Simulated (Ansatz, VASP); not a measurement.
# Hf in VASP and in Ansatz

INCAR

```
PREC = Accurate
ENCUT = 520
EDIFF = 1E-6
ISMEAR = -1
SIGMA = 0.08
LREAL = False
LASPH = True
NELM = 100
ALGO = Normal
ISIF = 2
LWAVE = False
LCHARG = True
GGA = PE
LELF = True
LVHAR = True
NBANDS = 22
```

The input KPOINTS:

```
regular mesh
0
Gamma
  8 8 11
```

The input POSCAR:

```
Hf
1.0
    4.2326705320      0.0000000000      0.0000000000
   -2.1163352660      3.6656002066      0.0000000000
    0.0000000000      0.0000000000      2.5911495452
Hf
3
Direct
    0.0000000000      0.0000000000      0.0000000000
    0.3333333333      0.6666666667      0.5000000000
    0.6666666667      0.3333333333      0.5000000000
```

Input for Ansatz:

```yaml
crystal:
  lattice:
    - [4.232670532, 0.0, 0.0]
    - [-2.116335266, 3.6656002066, 0.0]
    - [0.0, 0.0, 2.5911495452]
  atoms:
    - { symbol: Hf, position: [0.0, 0.0, 0.0] }
    - { symbol: Hf, position: [0.3333333333, 0.6666666667, 0.5] }
    - { symbol: Hf, position: [0.6666666667, 0.3333333333, 0.5] }
kpoints:
  mp_grid: { grid: [8, 8, 11] }
scf:
  occupations: { method: fermi_dirac, width: 0.08 }
hamiltonian:
  xc: pbe
  pseudopotentials: { kind: all_electron, lapw: { basis_error: 0.001 } }
output:
  forces: true
  stress: true
  eigenvalues: true
  populations: true
```

Change from the starting cell: volume scaled by 0.6, LAPW.

Alike in both runs: task single point; functional PBE; k mesh 8 × 8 × 11; occupations fermi-dirac, width 0.08 eV; no spin polarisation.

|  | VASP | Ansatz |
| --- | --- | --- |
| version | VASP 6.6.1 | Ansatz 0.2.0 |
| potentials or method | VASP PAW PBE potentials, release 64 (Hf_pv), cutoff 520 eV | all-electron LAPW, scalar-relativistic |

|  | VASP | Ansatz | Ansatz less VASP |
| --- | --- | --- | --- |
| pressure (GPa) | 132.5 | 134.3 | +1.81 |
| traceless stress, the component that is largest in VASP (GPa) | 0.20 | 0.02 | -0.185 |

Both programs put the cell under a high pressure, so it lies far from rest at this level. Ansatz ran all-electron here, and VASP with PAW potentials.

Spin-orbit coupling is off throughout. Noted on VASP's run: the cell as given lies far from equilibrium.
